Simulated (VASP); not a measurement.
# Cu (P6_3/mmc) in VASP: electric field gradients with LDA

Aim: the electric field gradients of Cu with LDA.

Everything below comes from runs of VASP 6.6.1. Logs are shortened: lines on timing, memory, paths and dates and some standing lists are left out, and cuts for length are marked.

## 1. The cell of the first run

It takes space group P6_3/mmc (No. 194, hexagonal). Conventional cell: a = 2.557 Å, b = 2.557 Å, c = 4.228 Å, α = 90.00°, β = 90.00°, γ = 120.00°. Cu (site symmetry -6m2) has 12 Cu at 2.56 to 2.58 Å within 3.4 Å.

## 2. Electric field gradients, LDA

INCAR reads:

```
PREC = Accurate
ENCUT = 520
EDIFF = 1E-8
ISMEAR = -1
SIGMA = 0.03
LREAL = F
LASPH = T
NELM = 80
ALGO = Normal
ISIF = 2
LWAVE = F
LCHARG = F
LEFG = T
NBANDS = 18
```

KPOINTS reads:

```
regular mesh
0
Gamma
  17 17 9
```

POSCAR reads:

```
Cu
1.0
    2.5566345214      0.0000000000      0.0000000000
   -1.2783172607      2.2141104438      0.0000000000
    0.0000000000      0.0000000000      4.2279517710
Cu
2
Direct
    0.3333333333      0.6666666667      0.2500000000
    0.6666666667      0.3333333333      0.7500000000
```

Potentials or basis: VASP PAW LDA potentials, release 64 (Cu).

Run with:

```
> cat potpaw_LDA.64/Cu/POTCAR > POTCAR
> mpirun -np 1 vasp_std > vasp.out
```

OUTCAR:

```text
PREC = Accurate
   ENCUT = 520
   EDIFF = 1E-8
   ISMEAR = -1
   LREAL = F
   LASPH = T
   NELM = 80
   ISIF = 2

 ion  position               nearest neighbor table
   1  0.333  0.667  0.250-   2 2.58   2 2.58   2 2.58   2 2.58   2 2.58   2 2.58
   2  0.667  0.333  0.750-   1 2.58   1 2.58   1 2.58   1 2.58   1 2.58   1 2.58

  LATTYP: Found a hexagonal cell.
 ALAT       =     2.5566345214
 C/A-ratio  =     1.6537177041

  Lattice vectors:

 A1 = (   2.5566345214,   0.0000000000,   0.0000000000)
 A2 = (  -1.2783172607,   2.2141104438,   0.0000000000)
 A3 = (   0.0000000000,   0.0000000000,   4.2279517710)

Analysis of symmetry for initial positions (statically):
=====================================================================
 Subroutine PRICEL returns:
 Original cell was already a primitive cell.

 Routine SETGRP: Setting up the symmetry group for a
 hexagonal supercell.

 Subroutine GETGRP returns: Found 24 space group operations
 (whereof 12 operations were pure point group operations)
 out of a pool of 24 trial point group operations.

The static configuration has the point symmetry D_3d.
 The point group associated with its full space group is D_6h.

Analysis of symmetry for dynamics (positions and initial velocities):
=====================================================================
 Subroutine PRICEL returns:
 Original cell was already a primitive cell.

 Routine SETGRP: Setting up the symmetry group for a
 hexagonal supercell.

 Subroutine GETGRP returns: Found 24 space group operations
 (whereof 12 operations were pure point group operations)
 out of a pool of 24 trial point group operations.

The dynamic configuration has the point symmetry D_3d.
 The point group associated with its full space group is D_6h.

 Subroutine INISYM returns: Found 24 space group operations
 (whereof 12 operations are pure point group operations),
 and found     1 'primitive' translations

----------------------------------------------------------------------------------------

                                     Primitive cell

  volume of cell :      23.9330

  direct lattice vectors                    reciprocal lattice vectors
     2.556634521  0.000000000  0.000000000     0.391139207  0.225824327  0.000000000
    -1.278317261  2.214110444  0.000000000     0.000000000  0.451648653  0.000000000
     0.000000000  0.000000000  4.227951771     0.000000000  0.000000000  0.236521146

  length of vectors
     2.556634521  2.556634521  4.227951771     0.451648653  0.451648653  0.236521146

  position of ions in fractional coordinates (direct lattice)
     0.333333333  0.666666667  0.250000000
     0.666666667  0.333333333  0.750000000

  ion indices of the primitive-cell ions
   primitive index   ion index
                 1           1
                 2           2

----------------------------------------------------------------------------------------

 KPOINTS: regular mesh

Automatic generation of k-mesh.
 Grid dimensions read from file:
 generate k-points for:   17   17    9

 Generating k-lattice:

  Cartesian coordinates                     Fractional coordinates (reciprocal lattice)
     0.023008189  0.013283784  0.000000000     0.058823529 -0.000000000  0.000000000
     0.000000000  0.026567568  0.000000000     0.000000000  0.058823529  0.000000000
     0.000000000  0.000000000  0.026280127     0.000000000  0.000000000  0.111111111

  Length of vectors
     0.026567568  0.026567568  0.026280127

  Shift w.r.t. Gamma in fractional coordinates (k-lattice)
     0.000000000  0.000000000  0.000000000

 Subroutine IBZKPT returns following result:
 ===========================================

 Found    165 irreducible k-points:

 Following reciprocal coordinates:
            Coordinates               Weight
  0.000000  0.000000  0.000000      1.000000
  0.058824  0.000000  0.000000      6.000000
  0.117647  0.000000  0.000000      6.000000
  0.176471  0.000000  0.000000      6.000000
  0.235294  0.000000  0.000000      6.000000
  0.294118  0.000000  0.000000      6.000000
[... 16 lines left out ...]
  0.411765  0.117647  0.000000     12.000000
  0.176471  0.176471  0.000000      6.000000
 [... further k-points ...]
   k-points           NKPTS =    165   k-points in BZ     NKDIM =    165   number of bands    NBANDS=     18
   number of dos      NEDOS =    301   number of ions     NIONS =      2
   total plane-waves  NPLWV =  12800
   dimension x,y,z NGX =    20 NGY =   20 NGZ =   32
   dimension x,y,z NGXF=    40 NGYF=   40 NGZF=   64
   ions per type =               2
   NGX,Y,Z   is equivalent  to a cutoff of  13.01, 13.01, 12.58 a.u.
   NGXF,Y,Z  is equivalent  to a cutoff of  26.01, 26.01, 25.17 a.u.
 SYSTEM =  unknown system
   PREC   = accura    normal or accurate (medium, high low for compatibility)
   ISTART =      0    job   : 0-new  1-cont  2-samecut
   ICHARG =      2    charge: 1-file 2-atom 10-const
   ISPIN  =      1    spin polarized calculation?
   LNONCOLLINEAR =      F non collinear calculations
   LSORBIT =      F    spin-orbit coupling
   LASPH  =      T    aspherical Exc in radial PAW
   ENCUT  =  520.0 eV  38.22 Ry    6.18 a.u.   4.75  4.75  7.86*2*pi/ulx,y,z
   NELM   =     80;   NELMIN=  2; NELMDL= -5     # of ELM steps
   EDIFF  = 0.1E-07   stopping-criterion for ELM
   LREAL  =      F    real-space projection
   EDIFFG = 0.1E-06   stopping-criterion for IOM
   NSW    =      0    number of steps for IOM
   IBRION =     -1    ionic relax: 0-MD 1-quasi-New 2-CG
   NFREE  =      0    steps in history (QN), initial steepest desc. (CG)
   ISIF   =      2    stress and relaxation
   ISYM   =      2    0-nonsym 1-usesym 2-fastsym
   POTIM  = 0.5000    time-step for ionic-motion
   TEBEG  =    0.0;   TEEND  =   0.0 temperature during run
   PSTRESS=    0.0 pullay stress
   NELECT =      22.0000    total number of electrons
   NUPDOWN=      -1.0000    fix difference up-down
   EMIN   =  10.00;   EMAX   =-10.00  energy-range for DOS
   EFERMI =   0.00;   METHOD = LEGACY
   ISMEAR =    -1;   SIGMA  =   0.03  broadening in eV -4-tet -1-fermi 0-gaus
   EFERMI_NEDOS =   21; number of points for ismear=-14 and -15
   IALGO  =     38    algorithm
   IMIX   =      4    mixing-type and parameters
     AMIX     =   0.40;   BMIX     =  1.00
     AMIX_MAG =   1.60;   BMIX_MAG =  1.00
  volume/ion in A,a.u.               =      11.97        80.75
  Fermi-wavevector in a.u.,A,eV,Ry     =   1.591780  3.008028 34.473951  2.533764
  Thomas-Fermi vector in A             =   2.690267
   LORBIT       =      0    0 simple, 1 ext, 2 COOP (PROOUT), +10 PAW based schemes
   GGA     = CA    functional components
   LHFCALC =     F    Hartree Fock is set to
   AEXX    =    0.0000 exact exchange contribution
   IVDW    =     0    specifies the selected vdW correction
   LEPSILON=     F    determine dielectric tensor
   LRPA    =     F    only Hartree local field effects (RPA)
 non-spin polarized calculation
  energy-cutoff  :      520.00
  volume of cell :       23.93
 maximum number of plane-waves:       658
 NGX is ok and might be reduce to    20
   NGX =  9   NGY =  9   NGZ = 15

 number of electron      22.0000007 magnetization

 Free energy of the ion-electron system (eV)
  ---------------------------------------------------
  ext. energy  EPLUGINS =         0.00000000
  ---------------------------------------------------
  free energy    TOTEN  =        -9.30833540 eV

  energy without entropy =       -9.30639394  energy(sigma->0) =       -9.30736467

 E-fermi :   7.1993     XC(G=0): -13.0254

 val. band max:        7.1942202642   @ k =   0.1765   0.1765   0.3333
 cond. band min:       7.2107673473   @ k =   0.2353   0.2353   0.4444
 fundamental gap:      0.0165470831
 Fermi energy:         7.1992943451

 k-point     1 :       0.0000    0.0000    0.0000
  band No.  band energies     occupation
      1      -2.0747      2.00000
      2       2.0976      2.00000
      3       4.0949      2.00000
      4       4.1959      2.00000
      5       4.1959      2.00000
      6       4.3893      2.00000
[... 10 lines left out ...]
     17      30.6001      0.00000
     18      30.6018      0.00000

 k-point     2 :       0.0588    0.0000    0.0000
  band No.  band energies     occupation
      1      -1.9627      2.00000
      2       2.1644      2.00000
      3       4.0462      2.00000
      4       4.2354      2.00000
      5       4.2366      2.00000
      6       4.3685      2.00000
[... 10 lines left out ...]
     17      30.7565      0.00000
     18      31.4606      0.00000

 k-point     3 :       0.1176    0.0000    0.0000
  band No.  band energies     occupation
      1      -1.6301      2.00000
      2       2.3506      2.00000
      3       3.9421      2.00000
      4       4.2739      2.00000
      5       4.3551      2.00000
      6       4.3607      2.00000
[... 10 lines left out ...]
     17      30.8198      0.00000
     18      31.5233      0.00000

 k-point     4 :       0.1765    0.0000    0.0000
  band No.  band energies     occupation
      1      -1.0893      2.00000
      2       2.6071      2.00000
      3       3.8202      2.00000
      4       3.9607      2.00000
      5       4.1993      2.00000
      6       4.4945      2.00000
[... 10 lines left out ...]
     17      28.3522      0.00000
     18      29.7994      0.00000

 k-point     5 :       0.2353    0.0000    0.0000
  band No.  band energies     occupation
      1      -0.3664      2.00000
      2       2.8322      2.00000
      3       3.5920      2.00000
      4       3.7372      2.00000
      5       4.1307      2.00000
      6       4.4405      2.00000
[... 10 lines left out ...]
     17      25.8709      0.00000
     18      27.8135      0.00000

 k-point     6 :       0.2941    0.0000    0.0000
  band No.  band energies     occupation
      1       0.4841      2.00000
      2       2.9027      2.00000
      3       3.3042      2.00000
      4       3.7444      2.00000
      5       4.1435      2.00000
      6       4.3432      2.00000
[... 307 lines left out ...]
 k-point    21 :       0.2941    0.1176    0.0000
  band No.  band energies     occupation
      1       1.6052      2.00000
      2       2.9751      2.00000
      3       3.1084      2.00000
      4       3.6358      2.00000
      5       4.1146      2.00000
      6       4.2702      2.00000
[... 10 lines left out ...]
     17      22.0313      0.00000
     18      26.2199      0.00000

 k-point    22 :       0.3529    0.1176    0.0000
  band No.  band energies     occupation
      1       2.2411      2.00000
      2       2.8717      2.00000
      3       2.9962      2.00000
      4       3.7880      2.00000
      5       4.0917      2.00000
      6       4.2801      2.00000
[... 10 lines left out ...]
     17      19.9677      0.00000
     18      25.8164      0.00000

 k-point    23 :       0.4118    0.1176    0.0000
  band No.  band energies     occupation
      1       2.5425      2.00000
      2       2.7938      2.00000
      3       2.9413      2.00000
      4       3.9503      2.00000
      5       4.1013      2.00000
      6       4.2015      2.00000
[... 10 lines left out ...]
     17      18.4751      0.00000
     18      25.6136      0.00000

 k-point    24 :       0.1765    0.1765    0.0000
  band No.  band energies     occupation
      1       0.6912      2.00000
      2       3.1483      2.00000
      3       3.3205      2.00000
      4       3.4500      2.00000
      5       4.1454      2.00000
      6       4.1759      2.00000
[... 10 lines left out ...]
     17      25.3714      0.00000
     18      25.7116      0.00000

 [... further k-points ...]
[... 5 lines left out ...]
  --------------------------------------------------------------------------------------
  -------------------------------------------------------------------------------------
  Total       -1.9748185     -1.9748185     -1.9234256      0.0000000      0.0000000      0.0000000
  in kB     -132.2025442   -132.2025442   -128.7620919      0.0000000      0.0000000      0.0000000
  external PRESSURE =    -131.0557267 kB  Pullay stress =       0.0000000 kB

 VOLUME and BASIS-vectors are now :
 -----------------------------------------------------------------------------
  energy-cutoff  :      520.00
  volume of cell :       23.93
      direct lattice vectors                 reciprocal lattice vectors
     2.556634521  0.000000000  0.000000000     0.391139207  0.225824327  0.000000000
    -1.278317261  2.214110444  0.000000000     0.000000000  0.451648653  0.000000000
     0.000000000  0.000000000  4.227951771     0.000000000  0.000000000  0.236521146

 POSITION                                       TOTAL-FORCE (eV/Angst)
 -----------------------------------------------------------------------------------
     -0.00000      1.47607      1.05699        -0.000000     -0.000000      0.000000
      1.27832      0.73804      3.17096         0.000000      0.000000      0.000000
 -----------------------------------------------------------------------------------
    total drift:                                0.000000     -0.000000      0.000000

  FREE ENERGIE OF THE ION-ELECTRON SYSTEM (eV)
  ---------------------------------------------------
  free  energy   TOTEN  =        -9.3083354019 eV

  energy  without entropy=       -9.3063939415  energy(sigma->0) =       -9.30736467

 Electric field gradients (V/A^2)
---------------------------------------------------------------------
 ion       V_xx      V_yy      V_zz      V_xy      V_xz      V_yz
---------------------------------------------------------------------
   1       1.479     1.475    -2.954    -0.003     0.000    -0.000
   2       1.479     1.475    -2.954    -0.003    -0.000     0.000
---------------------------------------------------------------------

 Electric field gradients after diagonalization (V/A^2)
 (convention: |V_zz| > |V_xx| > |V_yy|)
----------------------------------------------------------------------
 ion       V_xx      V_yy      V_zz     asymmetry (V_yy - V_xx)/ V_zz
----------------------------------------------------------------------
   1       1.481     1.473    -2.954       0.003
   2       1.481     1.473    -2.954       0.003
----------------------------------------------------------------------

           NMR quadrupolar parameters

 Cq : quadrupolar parameter    Cq=e*Q*V_zz/h
 eta: asymmetry parameters     (V_yy - V_xx)/ V_zz
 Q  : nuclear electric quadrupole moment in mb (millibarn)
----------------------------------------------------------------------
 ion       Cq(MHz)       eta       Q (mb)
----------------------------------------------------------------------
   1      -0.007       0.003       1.000
   2      -0.007       0.003       1.000
----------------------------------------------------------------------
```

Run time: 63 s. Hardware: 1 thread of Intel Xeon Platinum 8488C (Sapphire Rapids), shared host; peak memory 0.17 GiB.

Results:

```yaml
Free_energy: -9.3083 eV
Pressure: -13.1 GPa
Band_gap_on_the_k_mesh: zero (band 11 reaches 10.86 eV, above the bottom of band 12 at 5.26 eV)
```

Stress tensor (GPa, compression positive):
```
-13.22   0.00   0.00
  0.00 -13.22   0.00
  0.00   0.00 -12.88
```

Electric field gradients, principal values (V/Å²):
```csv
atom,least,middle,greatest (by size)
1 Cu,1.473,1.481,-2.954
2 Cu,1.473,1.481,-2.954
```

Caveat: without QUAD_EFG the Cq values of the log hold for a quadrupole moment of 1 mb, not for the nuclei.
